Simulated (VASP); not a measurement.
# Si (Pm-3m) in VASP: notebook

Si is run at these levels: PBE; tasks: single point, relaxation of cell and atoms.

All numbers are computed with VASP 6.6.1; they aren't measurements. Logs are shortened: lines on timing, memory, paths and dates and some standing lists are left out, and cuts for length are marked.

### 1 The cell of the first run

It takes space group Pm-3m (No. 221, cubic). Conventional cell: a = 2.532 Å, b = 2.532 Å, c = 2.532 Å, α = 90.00°, β = 90.00°, γ = 90.00°. Within 3.3 Å of Si (site symmetry m-3m) lie 6 Si at 2.53 Å.

### 2 Single point, PBE

Contents of INCAR:

```
  PREC = Accurate
  ENCUT = 520
  EDIFF = 1E-6
  ISMEAR = -1
  SIGMA = 0.03
  LREAL = F
  LASPH = T
  NELM = 100
  ALGO = Normal
  ISIF = 2
  LWAVE = F
  LCHARG = F
  GGA = PE
  NBANDS = 8
```

Contents of KPOINTS:

```
regular mesh
0
Gamma
  14 14 14
```

Contents of POSCAR:

```
Si
1.0
    2.5323493578      0.0000000000      0.0000000000
    0.0000000000      2.5323493578      0.0000000000
    0.0000000000      0.0000000000      2.5323493578
Si
1
Direct
    0.0000000000      0.0000000000      0.0000000000
```

Potentials or basis: VASP PAW PBE potentials, release 64 (Si).

Command:

```bash
$ cat potpaw_PBE.64/Si/POTCAR > POTCAR
$ mpirun -np 1 vasp_std > vasp.out
```

OUTCAR:

```text
PREC = Accurate
   ENCUT = 520
   EDIFF = 1E-6
   ISMEAR = -1
   LREAL = F
   LASPH = T
   NELM = 100
   ISIF = 2
   GGA = PE

 ion  position               nearest neighbor table
   1  0.000  0.000  0.000-

  LATTYP: Found a simple cubic cell.
 ALAT       =     2.5323493578

  Lattice vectors:

 A1 = (   2.5323493578,   0.0000000000,   0.0000000000)
 A2 = (   0.0000000000,   2.5323493578,   0.0000000000)
 A3 = (   0.0000000000,   0.0000000000,   2.5323493578)

Analysis of symmetry for initial positions (statically):
=====================================================================
 Subroutine PRICEL returns:
 Original cell was already a primitive cell.

 Routine SETGRP: Setting up the symmetry group for a
 simple cubic supercell.

 Subroutine GETGRP returns: Found 48 space group operations
 (whereof 48 operations were pure point group operations)
 out of a pool of 48 trial point group operations.

The static configuration has the point symmetry O_h .

Analysis of symmetry for dynamics (positions and initial velocities):
=====================================================================
 Subroutine PRICEL returns:
 Original cell was already a primitive cell.

 Routine SETGRP: Setting up the symmetry group for a
 simple cubic supercell.

 Subroutine GETGRP returns: Found 48 space group operations
 (whereof 48 operations were pure point group operations)
 out of a pool of 48 trial point group operations.

The dynamic configuration has the point symmetry O_h .

 Subroutine INISYM returns: Found 48 space group operations
 (whereof 48 operations are pure point group operations),
 and found     1 'primitive' translations

----------------------------------------------------------------------------------------

                                     Primitive cell

  volume of cell :      16.2394

  direct lattice vectors                    reciprocal lattice vectors
     2.532349358  0.000000000  0.000000000     0.394890222  0.000000000  0.000000000
     0.000000000  2.532349358  0.000000000     0.000000000  0.394890222  0.000000000
     0.000000000  0.000000000  2.532349358     0.000000000  0.000000000  0.394890222

  length of vectors
     2.532349358  2.532349358  2.532349358     0.394890222  0.394890222  0.394890222

  position of ions in fractional coordinates (direct lattice)
     0.000000000  0.000000000  0.000000000

  ion indices of the primitive-cell ions
   primitive index   ion index
                 1           1

----------------------------------------------------------------------------------------

 KPOINTS: regular mesh

Automatic generation of k-mesh.
 Grid dimensions read from file:
 generate k-points for:   14   14   14

 Generating k-lattice:

  Cartesian coordinates                     Fractional coordinates (reciprocal lattice)
     0.028206444  0.000000000  0.000000000     0.071428571  0.000000000  0.000000000
     0.000000000  0.028206444  0.000000000     0.000000000  0.071428571  0.000000000
     0.000000000  0.000000000  0.028206444     0.000000000  0.000000000  0.071428571

  Length of vectors
     0.028206444  0.028206444  0.028206444

  Shift w.r.t. Gamma in fractional coordinates (k-lattice)
     0.000000000  0.000000000  0.000000000

 Subroutine IBZKPT returns following result:
 ===========================================

 Found    120 irreducible k-points:

 Following reciprocal coordinates:
            Coordinates               Weight
  0.000000  0.000000  0.000000      1.000000
  0.071429  0.000000  0.000000      6.000000
  0.142857  0.000000  0.000000      6.000000
  0.214286  0.000000  0.000000      6.000000
  0.285714  0.000000  0.000000      6.000000
  0.357143  0.000000  0.000000      6.000000
[... 16 lines left out ...]
  0.285714  0.214286  0.000000     24.000000
  0.357143  0.214286  0.000000     24.000000
 [... further k-points ...]
   k-points           NKPTS =    120   k-points in BZ     NKDIM =    120   number of bands    NBANDS=      8
   number of dos      NEDOS =    301   number of ions     NIONS =      1
   total plane-waves  NPLWV =   8000
   dimension x,y,z NGX =    20 NGY =   20 NGZ =   20
   dimension x,y,z NGXF=    40 NGYF=   40 NGZF=   40
   ions per type =               1
   NGX,Y,Z   is equivalent  to a cutoff of  13.13, 13.13, 13.13 a.u.
   NGXF,Y,Z  is equivalent  to a cutoff of  26.26, 26.26, 26.26 a.u.
 SYSTEM =  unknown system
   PREC   = accura    normal or accurate (medium, high low for compatibility)
   ISTART =      0    job   : 0-new  1-cont  2-samecut
   ICHARG =      2    charge: 1-file 2-atom 10-const
   ISPIN  =      1    spin polarized calculation?
   LNONCOLLINEAR =      F non collinear calculations
   LSORBIT =      F    spin-orbit coupling
   LASPH  =      T    aspherical Exc in radial PAW
   ENCUT  =  520.0 eV  38.22 Ry    6.18 a.u.   4.71  4.71  4.71*2*pi/ulx,y,z
   NELM   =    100;   NELMIN=  2; NELMDL= -5     # of ELM steps
   EDIFF  = 0.1E-05   stopping-criterion for ELM
   LREAL  =      F    real-space projection
   EDIFFG = 0.1E-04   stopping-criterion for IOM
   NSW    =      0    number of steps for IOM
   IBRION =     -1    ionic relax: 0-MD 1-quasi-New 2-CG
   NFREE  =      0    steps in history (QN), initial steepest desc. (CG)
   ISIF   =      2    stress and relaxation
   ISYM   =      2    0-nonsym 1-usesym 2-fastsym
   POTIM  = 0.5000    time-step for ionic-motion
   TEBEG  =    0.0;   TEEND  =   0.0 temperature during run
   PSTRESS=    0.0 pullay stress
   NELECT =       4.0000    total number of electrons
   NUPDOWN=      -1.0000    fix difference up-down
   EMIN   =  10.00;   EMAX   =-10.00  energy-range for DOS
   EFERMI =   0.00;   METHOD = LEGACY
   ISMEAR =    -1;   SIGMA  =   0.03  broadening in eV -4-tet -1-fermi 0-gaus
   EFERMI_NEDOS =   21; number of points for ismear=-14 and -15
   IALGO  =     38    algorithm
   IMIX   =      4    mixing-type and parameters
     AMIX     =   0.40;   BMIX     =  1.00
     AMIX_MAG =   1.60;   BMIX_MAG =  1.00
  volume/ion in A,a.u.               =      16.24       109.59
  Fermi-wavevector in a.u.,A,eV,Ry     =   1.026214  1.939263 14.328498  1.053115
  Thomas-Fermi vector in A             =   2.160095
   LORBIT       =      0    0 simple, 1 ext, 2 COOP (PROOUT), +10 PAW based schemes
   GGA     = PE    functional components
   LHFCALC =     F    Hartree Fock is set to
   AEXX    =    0.0000 exact exchange contribution
   IVDW    =     0    specifies the selected vdW correction
   LEPSILON=     F    determine dielectric tensor
   LRPA    =     F    only Hartree local field effects (RPA)
 non-spin polarized calculation
  energy-cutoff  :      520.00
  volume of cell :       16.24
 maximum number of plane-waves:       461
 NGX is ok and might be reduce to    20
   NGX =  9   NGY =  9   NGZ =  9

 number of electron       4.0000000 magnetization

 Free energy of the ion-electron system (eV)
  ---------------------------------------------------
  ext. energy  EPLUGINS =         0.00000000
  ---------------------------------------------------
  free energy    TOTEN  =        -5.07962739 eV

  energy without entropy =       -5.07917115  energy(sigma->0) =       -5.07939927

 E-fermi :   8.2481     XC(G=0): -10.6057

 val. band max:        8.1549374857   @ k =   0.2857   0.2857   0.2143
 cond. band min:       8.2595535015   @ k =   0.5000   0.5000   0.4286
 fundamental gap:      0.1046160158
 Fermi energy:         8.2481211954

 k-point     1 :       0.0000    0.0000    0.0000
  band No.  band energies     occupation
      1      -4.9371      2.00000
      2      15.6750      0.00000
      3      15.6750      0.00000
      4      15.8994      0.00000
      5      15.8994      0.00000
      6      15.8994      0.00000
      7      23.8789      0.00000
      8      32.9147      0.00000

 k-point     2 :       0.0714    0.0000    0.0000
  band No.  band energies     occupation
      1      -4.8241      2.00000
      2      13.3337      0.00000
      3      15.7663      0.00000
      4      15.9930      0.00000
      5      15.9930      0.00000
      6      18.0649      0.00000
      7      24.2988      0.00000
      8      32.0857      0.00000

 k-point     3 :       0.1429    0.0000    0.0000
  band No.  band energies     occupation
      1      -4.4860      2.00000
      2      10.8920      0.00000
      3      16.0350      0.00000
      4      16.2721      0.00000
      5      16.2721      0.00000
      6      19.9104      0.00000
      7      25.5954      0.00000
      8      30.3075      0.00000

 k-point     4 :       0.2143    0.0000    0.0000
  band No.  band energies     occupation
      1      -3.9262      2.00000
      2       8.5515      0.00008
      3      16.4626      0.00000
      4      16.7313      0.00000
      5      16.7313      0.00000
      6      21.2934      0.00000
      7      27.5624      0.00000
      8      28.3262      0.00000

 k-point     5 :       0.2857    0.0000    0.0000
  band No.  band energies     occupation
      1      -3.1523      2.00000
      2       6.3652      2.00000
      3      17.0100      0.00000
      4      17.3565      0.00000
      5      17.3565      0.00000
      6      22.4610      0.00000
      7      26.4216      0.00000
      8      26.4216      0.00000
[... 177 lines left out ...]
 k-point    22 :       0.2143    0.2143    0.0000
  band No.  band energies     occupation
      1      -2.9190      2.00000
      2       8.7777      0.00000
      3      10.3320      0.00000
      4      17.5539      0.00000
      5      19.5080      0.00000
      6      22.8472      0.00000
      7      26.2483      0.00000
      8      28.7190      0.00000

 k-point    23 :       0.2857    0.2143    0.0000
  band No.  band energies     occupation
      1      -2.1477      2.00000
      2       7.1675      2.00000
      3      10.4495      0.00000
      4      18.1711      0.00000
      5      19.1873      0.00000
      6      21.8911      0.00000
      7      27.1146      0.00000
      8      27.7202      0.00000

 k-point    24 :       0.3571    0.2143    0.0000
  band No.  band energies     occupation
      1      -1.1809      2.00000
      2       5.2714      2.00000
      3      11.1817      0.00000
      4      17.8955      0.00000
      5      18.9136      0.00000
      6      22.2029      0.00000
      7      25.4641      0.00000
      8      28.0195      0.00000

 [... further k-points ...]

------------------------ aborting loop because EDIFF is reached ----------------------------------------

  FORCE on cell =-STRESS in cart. coord.  units (eV):
  Direction    XX          YY          ZZ          XY          YZ          ZX
  --------------------------------------------------------------------------------------
  -------------------------------------------------------------------------------------
  Total       -0.0036625     -0.0036625     -0.0036625      0.0000000      0.0000000      0.0000000
  in kB       -0.3613405     -0.3613405     -0.3613405      0.0000000      0.0000000      0.0000000
  external PRESSURE =      -0.3613405 kB  Pullay stress =       0.0000000 kB

 VOLUME and BASIS-vectors are now :
 -----------------------------------------------------------------------------
  energy-cutoff  :      520.00
  volume of cell :       16.24
      direct lattice vectors                 reciprocal lattice vectors
     2.532349358  0.000000000  0.000000000     0.394890222  0.000000000  0.000000000
     0.000000000  2.532349358  0.000000000     0.000000000  0.394890222  0.000000000
     0.000000000  0.000000000  2.532349358     0.000000000  0.000000000  0.394890222

 POSITION                                       TOTAL-FORCE (eV/Angst)
 -----------------------------------------------------------------------------------
      0.00000      0.00000      0.00000         0.000000      0.000000      0.000000
 -----------------------------------------------------------------------------------
    total drift:                               -0.000000     -0.000000      0.000000

  FREE ENERGIE OF THE ION-ELECTRON SYSTEM (eV)
  ---------------------------------------------------
  free  energy   TOTEN  =        -5.0796273935 eV

  energy  without entropy=       -5.0791711459  energy(sigma->0) =       -5.07939927
```

Run time: 4.1 s. Hardware: 1 thread of Intel Xeon 6975P-C (Granite Rapids), shared host; peak memory 0.12 GiB.

Results:

```yaml
Free_energy: -5.0796 eV
Pressure: 0.0 GPa
Band_gap_on_the_k_mesh: zero (band 2 reaches 15.68 eV, above the bottom of band 3 at 5.37 eV)
```

Levels at points of the mesh, in eV from the Fermi level:
| k point | band 1 | band 2 | band 3 | band 4 | band 5 | band 6 | band 7 |
| --- | --- | --- | --- | --- | --- | --- | --- |
| (0.00, 0.00, 0.00) | -13.19 | 7.43 | 7.43 | 7.65 | 7.65 | 7.65 | 15.63 |
| (0.50, 0.00, 0.00) | -8.61 | -6.52 | 10.04 | 11.01 | 11.01 | 14.55 | 14.55 |
| (0.50, 0.50, 0.00) | -3.50 | -2.88 | -2.88 | 1.49 | 14.27 | 17.16 | 17.16 |
| (0.50, 0.50, 0.50) | 0.53 | 0.53 | 0.53 | 3.49 | 5.12 | 5.12 | 5.12 |

### 3 Relaxation of cell and atoms, PBE

This run uses another cell than the first one, of 13.67 Å³/atom, 0.842 times its volume.

Contents of INCAR:

```
SYSTEM = Si
PREC = Accurate
ENCUT = 600
EDIFF = 1E-7
ISMEAR = -1
SIGMA = 0.03
LREAL = .False.
LASPH = .True.
NELM = 100
ALGO = Normal
ISIF = 3
LWAVE = .False.
LCHARG = .False.
GGA = PE
IBRION = 2
NSW = 100
EDIFFG = -0.005
```

Contents of KPOINTS:

```
regular mesh
0
Gamma
  14 14 14
  0 0 0
```

Contents of POSCAR:

```
Si
1.0
    2.3912123260      0.0000000000      0.0000000000
    0.0000000000      2.3912123260      0.0000000000
    0.0000000000      0.0000000000      2.3912123260
Si
1
Direct
    0.0000000000      0.0000000000      0.0000000000
```

Potentials or basis: VASP PAW PBE potentials, release 64 (Si).

Command:

```bash
$ cat potpaw_PBE.64/Si/POTCAR > POTCAR
$ mpirun -np 1 vasp_std > vasp.out
```

Run time: 18 s. Hardware: 1 thread of Intel Xeon 6975P-C (Granite Rapids), shared host; peak memory 0.12 GiB.

The run converged. Its results:

```yaml
Free_energy: -5.0795 eV
Relaxed_volume: 16.24 Å³/atom
Relaxed_cell: a = 2.532 Å, b = 2.532 Å, c = 2.532 Å, α = 90.00°, β = 90.00°, γ = 90.00°
Space_group_after_relaxing_to_0.05_Å: Pm-3m (No. 221)
Energy_gained_by_relaxing: 176.1 meV/atom
Ionic_steps: 18
Pressure_after_relaxing: 0.0 GPa
Band_gap_on_the_k_mesh: zero (band 2 reaches 15.68 eV, above the bottom of band 3 at 5.37 eV)
```

Step by step:
| step | energy change (eV) | largest force (eV/Å) | pressure (GPa) | volume (Å³) |
| --- | --- | --- | --- | --- |
| 1 | 0.0000 | 0.0000 | 25.55 | 13.67 |
| 2 | -0.0997 | 0.0000 | -9.75 | 18.46 |
| 3 | -0.1761 | 0.0000 | -0.16 | 16.26 |
| 4 | -0.1761 | 0.0000 | 0.19 | 16.20 |
| 5 | -0.1761 | 0.0000 | 0.19 | 16.20 |
| 6 | -0.1761 | 0.0000 | 0.18 | 16.21 |
| 7 | -0.1761 | 0.0000 | 0.18 | 16.21 |
| 8 | -0.1761 | 0.0000 | 0.18 | 16.21 |
| 9 | -0.1761 | 0.0000 | 0.18 | 16.21 |
| 10 | -0.1761 | 0.0000 | 0.18 | 16.21 |
| 11 | -0.1761 | 0.0000 | 0.18 | 16.21 |
| 12 | -0.1761 | 0.0000 | 0.18 | 16.21 |
| 13 | -0.1761 | 0.0000 | 0.18 | 16.21 |
| 14 | -0.1761 | 0.0000 | 0.17 | 16.21 |
| 15 | -0.1761 | 0.0000 | 0.16 | 16.21 |
| 16 | -0.1761 | 0.0000 | 0.13 | 16.21 |
| 17 | -0.1761 | 0.0000 | 0.08 | 16.22 |
| 18 | -0.1761 | 0.0000 | -0.02 | 16.24 |

Final structure:
```cif
data_structure
_symmetry_space_group_name_H-M 'P 1'
_symmetry_Int_Tables_number 1
_cell_length_a 2.5323
_cell_length_b 2.5323
_cell_length_c 2.5323
_cell_angle_alpha 90.000
_cell_angle_beta 90.000
_cell_angle_gamma 90.000
_cell_volume 16.24
loop_
_atom_site_label
_atom_site_type_symbol
_atom_site_fract_x
_atom_site_fract_y
_atom_site_fract_z
_atom_site_occupancy
Si1 Si 0.00000 0.00000 0.00000 1
```

Levels at points of the mesh, in eV from the Fermi level:
```tsv
k point	band 1	band 2	band 3	band 4	band 5	band 6
(0.00, 0.00, 0.00)	-13.19	7.43	7.43	7.65	7.65	7.65
(0.50, 0.00, 0.00)	-8.61	-6.52	10.04	11.01	11.01	14.55
(0.50, 0.50, 0.00)	-3.50	-2.88	-2.88	1.49	14.27	17.16
(0.50, 0.50, 0.50)	0.53	0.53	0.53	3.49	5.12	5.12
```

Caveat: the volume moved by over 15 % at a fixed basis, so the end points are rough.
